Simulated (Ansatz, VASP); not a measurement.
## Two plane-wave programs on Mo

INCAR

```
PREC = Accurate
ENCUT = 520
EDIFF = 1E-6
ISMEAR = 0
SIGMA = 0.15
LREAL = False
LASPH = True
NELM = 80
ALGO = Fast
ISIF = 2
LWAVE = False
LCHARG = True
GGA = PE
LELF = True
LVHAR = True
NBANDS = 13
```

File KPOINTS:

```
regular mesh
0
Gamma
  22 22 22
```

The input POSCAR:

```
Mo
1.0
   -1.7281000000      1.5710000000      1.5710000000
    1.7281000000     -1.5710000000      1.5710000000
    1.7281000000      1.5710000000     -1.5710000000
Mo
1
Direct
    0.0000000000      0.0000000000      0.0000000000
```

Input for Ansatz:

```yaml
crystal:
  lattice:
    - [-1.7281, 1.571, 1.571]
    - [1.7281, -1.571, 1.571]
    - [1.7281, 1.571, -1.571]
  atoms:
    - { symbol: Mo, position: [0.0, 0.0, 0.0] }
basis:
  ecutwfc: 420
kpoints:
  mp_grid: { grid: [22, 22, 22] }
hamiltonian:
  xc: pbe
scf:
  occupations: { method: gaussian, width: 0.15 }
output:
  forces: true
  stress: true
  eigenvalues: true
```

Change from the starting cell: strain +0.1000 x Voigt [1, 0, 0, 0, 0, 0], atoms carried along.

Alike in both runs: task single point; functional PBE; k mesh 22 × 22 × 22; occupations gaussian, width 0.15 eV; no spin polarisation.

```csv
,VASP,Ansatz
version,VASP 6.6.1,Ansatz 0.2.0
potentials or method,"VASP PAW PBE potentials, release 64 (Mo_sv), cutoff 520 eV","scalar-relativistic, plane waves, PAW"
valence electrons in the cell,14,14
```

```tsv
	VASP	Ansatz	Ansatz less VASP
gap on the k mesh at the Fermi level (eV)	none	none	-
pressure (GPa)	-15.6	-16.0	-0.42
traceless stress, the component that is largest in VASP (GPa)	-13.76	-13.77	-0.012
```

A gap of «none» marks a metal or a gap that the smearing closes.
